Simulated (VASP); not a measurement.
## CdH2O2: single point with PBEsol

Crystal: CdH2O2.

```
CELL_PARAMETERS angstrom
3.41006 0.00000 0.00000
-1.70503 2.95320 0.00000
0.00000 0.00000 4.50369
ATOMIC_POSITIONS crystal
Cd 0.00000 0.00000 0.00000
H 0.66667 0.33333 0.55096
H 0.33333 0.66667 0.44904
O 0.66667 0.33333 0.75937
O 0.33333 0.66667 0.24063
```

This cell differs from its parent crystal: strain -0.030 along x and y, -0.030 along z.

```yaml
Program: VASP 6.6.1
Task: single point
Functional: PBEsol
Potentials_or_basis: VASP PAW PBE potentials, release 64 (Cd, H, O)
Cutoff: 520 eV
k_mesh: 9 × 9 × 6
Occupations: gaussian, width 0.05 eV
Spin: no spin polarisation
Dipole_correction: no
Further_INCAR_settings: ALGO = Normal; EDIFF = 1e-06; NBANDS = 21
```

| Quantity | Value |
| --- | --- |
| Pressure | 13.3 GPa |
| Largest force | 2.230 eV/Å |
| Band gap on the k mesh | 1.85 eV, indirect (least direct gap 2.20 eV) |

Forces on the atoms (eV/Å):
```
Cd   0.000  0.000  0.000
H    0.000  0.000 -2.230
H    0.000  0.000  2.230
O    0.000  0.000  1.615
O    0.000  0.000 -1.615
```

Stress tensor (GPa, compression positive):
```
 9.58  0.00  0.00
 0.00  9.58  0.00
 0.00  0.00 20.64
```

Levels at points of the mesh, in eV from the valence-band top:
| k point | band 10 | band 11 | band 12 | band 13 | band 14 | band 15 | band 16 | band 17 |
| --- | --- | --- | --- | --- | --- | --- | --- | --- |
| (0.00, 0.00, 0.00) | -1.34 | -1.34 | -0.35 | -0.35 | 1.85 | 6.07 | 10.68 | 13.31 |
| (0.00, 0.00, 0.50) | -1.61 | -1.61 | -0.03 | -0.03 | 4.31 | 4.84 | 11.45 | 11.70 |

Wall time 32 s on 1 thread of Intel(R) Xeon(R) Platinum 8488C (Sapphire Rapids), on a shared host, peak memory 0.21 GiB.

Caveat: the cell differs from its parent crystal (strain -0.030 along x and y, -0.030 along z); the PAW data sets were made with another functional, which shifts forces and pressure a little. A k mesh can miss the band edges.
